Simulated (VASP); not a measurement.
Here is a VASP 6.6.1 calculation.

INCAR

```
SYSTEM = Te
PREC = Accurate
ENCUT = 520
EDIFF = 1E-6
ISMEAR = -1
SIGMA = 0.05
LREAL = .FALSE.
LASPH = .TRUE.
NELM = 100
ALGO = Normal
ISIF = 2
LWAVE = .FALSE.
LCHARG = .TRUE.
GGA = RE
LELF = .TRUE.
LVHAR = .TRUE.
NBANDS = 16
```

The input KPOINTS:

```
Automatic mesh
0
G
  7 7 5
  0 0 0
```

The input POSCAR:

```
Te
1.0
    4.9301687138      0.0000000000      0.0000000000
   -2.4650843569      4.2696513511      0.0000000000
    0.0000000000      0.0000000000      6.1237437916
Te
3
Direct
    0.2517707349      0.0000000000      0.3333333333
    0.0000000000      0.2517707349      0.6666666667
    0.7482292651      0.7482292651      0.0000000000
```

Potentials or basis: VASP PAW PBE potentials, release 64 (Te).

Command:

```console
$ cat potpaw_PBE.64/Te/POTCAR > POTCAR
$ mpirun -np 1 vasp_std > vasp.out
```

Q: Predict the largest force.

A: 0.645 eV/Å.

Q: Predict the pressure.

A: -3.2 GPa.

Forces in eV/Å, atoms in the order of the input:
```
Te  -0.645  0.000  0.000
Te   0.322 -0.558  0.000
Te   0.322  0.558  0.000
```

Caveat: the cell stands under tension; the PAW data sets were made with another functional, which shifts forces and pressure a little.
